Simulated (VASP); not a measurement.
# FeSi in VASP: further runs, part 2 of 2

VASP 6.6.1. Earlier steps stand in the parts before.

## 4. Single point, r2SCAN, collinear spin, ferromagnetic start

This run uses another cell than the first one, of 10.88 Å³/atom, 0.871 times its volume.

POSCAR reads:

```
FeSi
1.0
    4.4313444799      0.0000000000      0.0000000000
    0.0000000000      4.4313444799      0.0000000000
    0.0000000000      0.0000000000      4.4313444799
Fe Si
4 4
Direct
    0.8609476439      0.6390523561      0.3609476439
    0.6390523561      0.3609476439      0.8609476439
    0.3609476439      0.8609476439      0.6390523561
    0.1390523561      0.1390523561      0.1390523561
    0.1550920594      0.3449079406      0.6550920594
    0.3449079406      0.6550920594      0.1550920594
    0.6550920594      0.1550920594      0.3449079406
    0.8449079406      0.8449079406      0.8449079406
```

INCAR.step1 reads:

```
SYSTEM = FeSi
PREC     = Accurate       ! precision mode
ENCUT    = 520            ! plane-wave cutoff, eV
ISMEAR   = -1             ! smearing method
SIGMA    = 0.05           ! smearing width, eV
LREAL    = .FALSE.        ! projectors in reciprocal space
LASPH    = .TRUE.         ! aspherical terms in the spheres
NELM     = 150            ! most SCF steps
ISPIN    = 2              ! spin polarisation
MAGMOM   = 3 3 3 3 0 0 0 0 ! initial moments
LMAXMIX  = 4              ! l up to which the mixer works
NBANDS   = 38             ! bands
GGA      = PE             ! functional
ALGO     = Normal         ! electronic algorithm
EDIFF    = 1E-4           ! SCF threshold, eV
LWAVE    = .TRUE.         ! write WAVECAR
LCHARG   = .FALSE.        ! write CHGCAR
```

INCAR.step2 reads:

```
SYSTEM = FeSi
PREC     = Accurate       ! precision mode
ENCUT    = 520            ! plane-wave cutoff, eV
EDIFF    = 1E-6           ! SCF threshold, eV
ISMEAR   = -1             ! smearing method
SIGMA    = 0.05           ! smearing width, eV
LREAL    = .FALSE.        ! projectors in reciprocal space
LASPH    = .TRUE.         ! aspherical terms in the spheres
NELM     = 150            ! most SCF steps
ALGO     = Normal         ! electronic algorithm
ISIF     = 2              ! what is computed and relaxed
LWAVE    = .FALSE.        ! write WAVECAR
LCHARG   = .TRUE.         ! write CHGCAR
ISPIN    = 2              ! spin polarisation
MAGMOM   = 3 3 3 3 0 0 0 0 ! initial moments
LORBIT   = 11             ! projections on sites
LMAXMIX  = 4              ! l up to which the mixer works
METAGGA  = R2SCAN         ! meta-GGA
LMIXTAU  = .TRUE.       
LELF     = .TRUE.         ! ELF
LVHAR    = .TRUE.       
NBANDS   = 38             ! bands
ISTART   = 1
```

KPOINTS reads:

```
regular mesh
0
G
  6 6 6
  0 0 0
```

Launch:

```sh
> cat potpaw_PBE.64/Fe/POTCAR potpaw_PBE.64/Si/POTCAR > POTCAR
> cp INCAR.step1 INCAR
> mpirun -np 1 vasp_std > vasp.out
> cp INCAR.step2 INCAR
> mpirun -np 1 vasp_std > vasp.out
```

Run time: 8.5 min. Hardware: 1 thread of Intel Xeon Platinum 8259CL at 2.50GHz (Skylake/Cascade Lake), shared host; peak memory 0.32 GiB.

It converged, with:

* Free energy: -94.7061 eV
* Pressure: -5.1 GPa
* Largest force: 0.476 eV/Å
* Net moment: 0.00 μB per cell
* Valence electrons inside the program's atomic spheres: Fe 7.70; Si 1.63

Forces in eV/Å, atoms in the order of the input:
```
Fe   0.127 -0.127  0.127
Fe  -0.127  0.127  0.127
Fe   0.127  0.127 -0.127
Fe  -0.127 -0.127 -0.127
Si   0.275 -0.275  0.275
Si  -0.275  0.275  0.275
Si   0.275  0.275 -0.275
Si  -0.275 -0.275 -0.275
```

Levels at points of the mesh, in eV from the Fermi level:
Spin up:
| k point | band 21 | band 22 | band 23 | band 24 | band 25 | band 26 | band 27 | band 28 |
| --- | --- | --- | --- | --- | --- | --- | --- | --- |
| (0.00, 0.00, 0.00) | -0.50 | -0.50 | -0.24 | -0.24 | 0.65 | 0.65 | 0.65 | 3.14 |
| (0.50, 0.00, 0.00) | -0.60 | -0.60 | -0.17 | -0.17 | 0.19 | 0.19 | 1.75 | 1.75 |
| (0.50, 0.50, 0.00) | -1.21 | -1.21 | -0.56 | -0.56 | 0.63 | 0.63 | 1.36 | 1.36 |
| (0.50, 0.50, 0.50) | -0.88 | -0.88 | -0.88 | -0.88 | 0.55 | 0.55 | 0.55 | 0.55 |
Spin down:
```tsv
k point	band 21	band 22	band 23	band 24	band 25	band 26	band 27	band 28
(0.00, 0.00, 0.00)	-0.50	-0.50	-0.24	-0.24	0.65	0.65	0.65	3.14
(0.50, 0.00, 0.00)	-0.60	-0.60	-0.17	-0.17	0.19	0.19	1.75	1.75
(0.50, 0.50, 0.00)	-1.21	-1.21	-0.56	-0.56	0.63	0.63	1.36	1.36
(0.50, 0.50, 0.50)	-0.88	-0.88	-0.88	-0.88	0.55	0.55	0.55	0.55
```

Caveat: the starting moments collapsed, and a magnetic state may lie lower; the PAW data sets were made with another functional, which shifts forces and pressure a little.

## 5. Single point, PBEsol, collinear spin, ferromagnetic start

This run uses another cell than the first one, of 11.90 Å³/atom, 0.953 times its volume.

INCAR reads:

```
SYSTEM = FeSi
ALGO = Normal
EDIFF = 1E-7
ENCUT = 520
GGA = PS
ISIF = 2
ISMEAR = -1
ISPIN = 2
LASPH = .True.
LCHARG = .False.
LMAXMIX = 4
LORBIT = 11
LREAL = .False.
LWAVE = .False.
MAGMOM = 3 3 3 3 0 0 0 0
NBANDS = 38
NELM = 150
PREC = Accurate
SIGMA = 0.05
```

KPOINTS reads:

```
k-points
0
Gamma
  5 5 5
  0 0 0
```

POSCAR reads:

```
FeSi
1.0
    4.5507000000      0.0000000000      0.0000000000
    0.0000000000      4.5507000000      0.0000000000
    0.0000000000      0.0000000000      4.5962070000
Fe Si
4 4
Direct
    0.8634800000      0.6365200000      0.3634800000
    0.6365200000      0.3634800000      0.8634800000
    0.3634800000      0.8634800000      0.6365200000
    0.1365200000      0.1365200000      0.1365200000
    0.1576000000      0.3424000000      0.6576000000
    0.3424000000      0.6576000000      0.1576000000
    0.6576000000      0.1576000000      0.3424000000
    0.8424000000      0.8424000000      0.8424000000
```

Potentials or basis: VASP PAW PBE potentials, release 64 (Fe, Si).

Launch:

```sh
> cat potpaw_PBE.64/Fe/POTCAR potpaw_PBE.64/Si/POTCAR > POTCAR
> mpirun -np 1 vasp_std > vasp.out
```

OUTCAR:

```text
SYSTEM = FeSi
   EDIFF = 1E-7
   ENCUT = 520
   GGA = PS
   ISIF = 2
   ISMEAR = -1
   ISPIN = 2
   LASPH = .True.
   LORBIT = 11
   LREAL = .False.
   NELM = 150
   PREC = Accurate

 ion  position               nearest neighbor table
   1  0.863  0.637  0.363-   5 2.33   7 2.37   6 2.38   8 2.39   7 2.55   6 2.55   8 2.57   4 2.79
                             4 2.79   3 2.80   3 2.80   2 2.81   2 2.81
   2  0.637  0.363  0.863-   6 2.33   8 2.37   5 2.38   7 2.39   8 2.55   5 2.55   7 2.57   3 2.79
                             3 2.79   4 2.80   4 2.80   1 2.81   1 2.81
   3  0.363  0.863  0.637-   7 2.33   5 2.37   8 2.38   6 2.39   5 2.55   8 2.55   6 2.57   2 2.79
                             2 2.79   1 2.80   1 2.80   4 2.81   4 2.81
   4  0.137  0.137  0.137-   8 2.33   6 2.37   7 2.38   5 2.39   6 2.55   7 2.55   5 2.57   1 2.79
                             1 2.79   2 2.80   2 2.80   3 2.81   3 2.81
   5  0.158  0.342  0.658-   1 2.33   3 2.37   2 2.38   4 2.39   3 2.55   2 2.55   4 2.57   8 2.82
                             8 2.82   7 2.83   7 2.83   6 2.84   6 2.84
   6  0.342  0.658  0.158-   2 2.33   4 2.37   1 2.38   3 2.39   4 2.55   1 2.55   3 2.57   7 2.82
                             7 2.82   8 2.83   8 2.83   5 2.84   5 2.84
   7  0.658  0.158  0.342-   3 2.33   1 2.37   4 2.38   2 2.39   1 2.55   4 2.55   2 2.57   6 2.82
                             6 2.82   5 2.83   5 2.83   8 2.84   8 2.84
   8  0.842  0.842  0.842-   4 2.33   2 2.37   3 2.38   1 2.39   2 2.55   3 2.55   1 2.57   5 2.82
                             5 2.82   6 2.83   6 2.83   7 2.84   7 2.84

  LATTYP: Found a simple tetragonal cell.
 ALAT       =     4.5507000000
 C/A-ratio  =     1.0100000000

  Lattice vectors:

 A1 = (   4.5507000000,   0.0000000000,   0.0000000000)
 A2 = (   0.0000000000,   4.5507000000,   0.0000000000)
 A3 = (   0.0000000000,   0.0000000000,   4.5962070000)

Analysis of symmetry for initial positions (statically):
=====================================================================
 Subroutine PRICEL returns:
 Original cell was already a primitive cell.

 Routine SETGRP: Setting up the symmetry group for a
 simple tetragonal supercell.
[... 1149 lines left out ...]
      1      -4.0081      1.00000
      2       1.0729      1.00000
      3       1.1063      1.00000
      4       1.1560      1.00000
      5       3.9305      1.00000
      6       3.9583      1.00000
[... 925 lines left out ...]
     35      14.1779      0.00000
     36      14.3621      0.00000

 [... further k-points ...]

 [bands above 36 left out]

------------------------ aborting loop because EDIFF is reached ----------------------------------------

  FORCE on cell =-STRESS in cart. coord.  units (eV):
  Direction    XX          YY          ZZ          XY          YZ          ZX
  --------------------------------------------------------------------------------------
  -------------------------------------------------------------------------------------
  Total      -10.3390971    -10.3404521    -11.2775565      0.0000000      0.0000000      0.0000000
  in kB     -174.0352438   -174.0580521   -189.8320784      0.0000000      0.0000000      0.0000000
  external PRESSURE =    -179.3084581 kB  Pullay stress =       0.0000000 kB

 VOLUME and BASIS-vectors are now :
 -----------------------------------------------------------------------------
  energy-cutoff  :      520.00
  volume of cell :       95.18
      direct lattice vectors                 reciprocal lattice vectors
     4.550700000  0.000000000  0.000000000     0.219746413  0.000000000  0.000000000
     0.000000000  4.550700000  0.000000000     0.000000000  0.219746413  0.000000000
     0.000000000  0.000000000  4.596207000     0.000000000  0.000000000  0.217570706

 POSITION                                       TOTAL-FORCE (eV/Angst)
 -----------------------------------------------------------------------------------
      3.92944      2.89661      1.67063         0.044705     -0.030562      0.078488
      2.89661      1.65409      3.96873        -0.044705      0.030562      0.078488
      1.65409      3.92944      2.92558         0.044705      0.030562     -0.078488
      0.62126      0.62126      0.62747        -0.044705     -0.030562     -0.078488
      0.71719      1.55816      3.02247        -0.043470      0.026087     -0.013319
      1.55816      2.99254      0.72436         0.043470     -0.026087     -0.013319
      2.99254      0.71719      1.57374        -0.043470     -0.026087      0.013319
      3.83351      3.83351      3.87184         0.043470      0.026087      0.013319
 -----------------------------------------------------------------------------------
    total drift:                               -0.000000     -0.000000     -0.000000

  FREE ENERGIE OF THE ION-ELECTRON SYSTEM (eV)
  ---------------------------------------------------
  free  energy   TOTEN  =       -63.1598141247 eV

  energy  without entropy=      -63.0962931496  energy(sigma->0) =      -63.12805364

 total charge

# of ion       s       p       d       tot
------------------------------------------
    1        0.411   0.569   6.479   7.460
    2        0.411   0.569   6.479   7.460
    3        0.411   0.569   6.479   7.460
    4        0.411   0.569   6.479   7.460
    5        0.736   0.852   0.000   1.589
    6        0.736   0.852   0.000   1.589
    7        0.736   0.852   0.000   1.589
    8        0.736   0.852   0.000   1.589
--------------------------------------------------
tot          4.591   5.688  25.916  36.194

 magnetization (x)

# of ion       s       p       d       tot
------------------------------------------
    1       -0.001  -0.002   1.009   1.007
    2       -0.001  -0.002   1.009   1.007
    3       -0.001  -0.002   1.009   1.007
    4       -0.001  -0.002   1.009   1.007
    5       -0.011  -0.035   0.000  -0.046
    6       -0.011  -0.035   0.000  -0.046
    7       -0.011  -0.035   0.000  -0.046
    8       -0.011  -0.035   0.000  -0.046
--------------------------------------------------
tot         -0.047  -0.145   4.035   3.843
```

OSZICAR:

```text
N       E                     dE             d eps       ncg     rms          rms(c)
DAV:   1     0.333072569097E+03    0.33307E+03   -0.19423E+04  4104   0.138E+03
DAV:   2    -0.415247672249E+02   -0.37460E+03   -0.35397E+03  4104   0.328E+02
DAV:   3    -0.685666163554E+02   -0.27042E+02   -0.25094E+02  4642   0.104E+02
DAV:   4    -0.697350744408E+02   -0.11685E+01   -0.11547E+01  5676   0.200E+01
DAV:   5    -0.697681914646E+02   -0.33117E-01   -0.33101E-01  5360   0.314E+00    0.326E+01
DAV:   6    -0.773104847519E+02   -0.75423E+01   -0.11370E+02  5900   0.132E+02    0.363E+01
DAV:   7    -0.631831287270E+02    0.14127E+02   -0.50415E+01  4970   0.962E+01    0.809E+00
DAV:   8    -0.632909806692E+02   -0.10785E+00   -0.39908E+00  4778   0.996E+00    0.357E+00
DAV:   9    -0.631739809742E+02    0.11700E+00   -0.26370E-01  6200   0.560E+00    0.185E+00
DAV:  10    -0.631637467815E+02    0.10234E-01   -0.15658E-02  5734   0.882E-01    0.822E-01
DAV:  11    -0.631594814771E+02    0.42653E-02   -0.51636E-03  5710   0.488E-01    0.331E-01
DAV:  12    -0.631596359251E+02   -0.15445E-03   -0.85187E-04  6024   0.273E-01    0.185E-01
DAV:  13    -0.631598240826E+02   -0.18816E-03   -0.69325E-04  6486   0.299E-01    0.132E-01
DAV:  14    -0.631598104270E+02    0.13656E-04   -0.33515E-04  6444   0.190E-01    0.449E-02
DAV:  15    -0.631598134699E+02   -0.30429E-05   -0.55867E-05  5158   0.803E-02    0.172E-02
DAV:  16    -0.631598140250E+02   -0.55516E-06   -0.37976E-06  5948   0.137E-02    0.678E-03
DAV:  17    -0.631598141247E+02   -0.99695E-07   -0.19163E-07  3290   0.363E-03
   1 F= -.63159814E+02 E0= -.63128054E+02  d E =-.635210E-01  mag=     3.6684
```

stdout:

```text
POSCAR found type information on POSCAR FeSi
 POSCAR found :  2 types and       8 ions
 scaLAPACK will be used
 -----------------------------------------------------------------------------
|                                                                             |
|                                                                             |
|     You enforced a specific xc type in the INCAR file but a different       |
|     I HOPE YOU KNOW WHAT YOU ARE DOING!                                     |
|                                                                             |
 -----------------------------------------------------------------------------

 LDA part: xc-table for (Slater+PW92), standard interpolation
 POSCAR, INCAR and KPOINTS ok, starting setup
 FFT: planning ... GRIDC
 FFT: planning ... GRID_SOFT
 FFT: planning ... GRID
 WAVECAR not read
 entering main loop
```

Run time: 3.6 min. Hardware: 1 thread of Intel Xeon 6975P-C, shared host; peak memory 0.31 GiB.

Results:

```yaml
Free_energy: -63.1598 eV
Pressure: -17.9 GPa
Largest_force: 0.095 eV/Å
Net_moment: 3.67 μB per cell
Site_moments: Fe +1.01; Si -0.05 μB
Valence_electrons_inside_the_program's_atomic_spheres: Fe 7.46; Si 1.59
```

Forces in eV/Å, atoms in the order of the input:
```
Fe   0.045 -0.031  0.078
Fe  -0.045  0.031  0.078
Fe   0.045  0.031 -0.078
Fe  -0.045 -0.031 -0.078
Si  -0.043  0.026 -0.013
Si   0.043 -0.026 -0.013
Si  -0.043 -0.026  0.013
Si   0.043  0.026  0.013
```

Caveat: the PAW data sets were made with another functional, which shifts forces and pressure a little.

## 6. Single point, PBEsol, collinear spin, ferromagnetic start

This run uses another cell than the first one, of 12.02 Å³/atom, 0.962 times its volume.

INCAR reads:

```
PREC = Accurate
ENCUT = 520
EDIFF = 1E-7
ISMEAR = -1
SIGMA = 0.05
LREAL = False
LASPH = True
NELM = 150
ALGO = Normal
ISIF = 2
LWAVE = False
LCHARG = True
ISPIN = 2
MAGMOM = 3 3 3 3 0 0 0 0
LORBIT = 11
LMAXMIX = 4
GGA = PS
LELF = True
LVHAR = True
NBANDS = 38
```

KPOINTS reads:

```
regular mesh
0
Gamma
  5 5 5
```

Edit POSCAR of step 5 so:

```diff
@@ -4,3 +4,3 @@
     0.0000000000      4.5507000000      0.0000000000
-    0.0000000000      0.0000000000      4.5962070000
+    0.0000000000      0.0000000000      4.6417140000
 Fe Si
```

Potentials or basis: VASP PAW PBE potentials, release 64 (Fe, Si).

Launch:

```sh
> cat potpaw_PBE.64/Fe/POTCAR potpaw_PBE.64/Si/POTCAR > POTCAR
> mpirun -np 1 vasp_std > vasp.out
```

Run time: 3.6 min. Hardware: 1 thread of Intel Xeon 6975P-C, shared host; peak memory 0.31 GiB.

The run converged. Its results:

```yaml
Free_energy: -63.0417 eV
Pressure: -19.2 GPa
Largest_force: 0.138 eV/Å
Net_moment: 3.78 μB per cell
Site_moments: Fe +1.04; Si -0.05 μB
Valence_electrons_inside_the_program's_atomic_spheres: Fe 7.44; Si 1.58
```

Forces on the atoms (eV/Å):
```
Fe   0.057 -0.031  0.121
Fe  -0.057  0.031  0.121
Fe   0.057  0.031 -0.121
Fe  -0.057 -0.031 -0.121
Si  -0.059  0.028  0.000
Si   0.059 -0.028  0.000
Si  -0.059 -0.028  0.000
Si   0.059  0.028  0.000
```

Stress tensor (GPa, compression positive):
```
-18.21   0.00   0.00
  0.00 -18.22   0.00
  0.00   0.00 -21.18
```

Levels at points of the mesh, in eV from the Fermi level:
Spin up:
```tsv
k point	band 22	band 23	band 24	band 25	band 26	band 27	band 28	band 29	band 30	band 31
(0.00, 0.00, 0.00)	-0.73	-0.71	-0.70	0.00	0.02	0.02	2.38	2.39	2.41	2.89
```
Spin down:
```csv
k point,band 20,band 21,band 22,band 23,band 24,band 25
"(0.00, 0.00, 0.00)",0.02,0.13,0.17,0.29,0.34,1.08
```

Caveat: the PAW data sets were made with another functional, which shifts forces and pressure a little.

## 7. Overview

```csv
cell,k mesh,gap on the mesh (eV),pressure (GPa),moment (μB),largest force (eV/Å)
"a = 4.640 Å, 8 atoms",6 × 6 × 6,none,-24.1,4.02,0.24
"a = 4.551, b = 4.551, c = 4.596 Å, 8 atoms",5 × 5 × 5,none,-17.9,3.67,0.10
"a = 4.551, b = 4.551, c = 4.642 Å, 8 atoms",5 × 5 × 5,none,-19.2,3.78,0.14
```

Alike in all rows: task single point; level PBEsol; potentials or basis VASP PAW PBE potentials, release 64 (Fe, Si); spin collinear, ferromagnetic start; cutoff (eV) 520; smearing fermi-dirac 0.05 eV.

Caveats: the PAW data sets were made with another functional, which shifts forces and pressure a little.

Absolute energies hang on the potentials; compare differences alone.
